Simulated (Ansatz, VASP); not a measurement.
**Ge2Pd: VASP beside Ansatz**

```
Ge Pd
1.0
     2.83156    0.00000    0.00000
    -1.41578    2.45220    0.00000
     0.00000    0.00000    7.87406
Ge Pd
2 1
Direct
  0.00000 0.00000 0.31813
  0.00000 0.00000 0.68187
  0.00000 0.00000 0.00000
```

Alike in both runs: task single point; functional PBE; k mesh 6 × 6 × 2; occupations gaussian, width 0.1 eV; collinear spin.

|  | VASP | Ansatz |
| --- | --- | --- |
| version | VASP 6.6.1 | Ansatz 0.2.0 |
| potentials or method | VASP PAW PBE potentials, release 64 (Ge_d, Pd), cutoff 520 eV | scalar-relativistic, plane waves, PAW |
| valence electrons in the cell | 38 | 46 |

Ansatz gave:

| Quantity | Value |
| --- | --- |
| gap on the k mesh at the Fermi level (eV) | none |
| pressure (GPa) | 0.6 |
| traceless stress, the component that is largest in VASP (GPa) | 2.29 |
| rms of the force components (eV/Å) | 0.026 |
| net moment per atom (μB) | 0.00 |

What did VASP give for the same quantities?

gap on the k mesh at the Fermi level (eV): none; pressure (GPa): 0.7; traceless stress, the component that is largest in VASP (GPa): 2.43; rms of the force components (eV/Å): 0.019; net moment per atom (μB): 0.00.

Atom by atom the forces differ by 0.008 eV/Å (rms over components). A gap of «none» marks a metal or a gap that the smearing closes. With one functional, cell and mesh, what is left measures potentials, basis and numerics. VASP's potentials hold 38 valence electrons a cell and Ansatz's 46, so a difference there can come from the potentials and not from the codes. Ansatz's warnings: seeded moment not kept.

The k mesh is coarse, so the values compare programs but aren't converged.
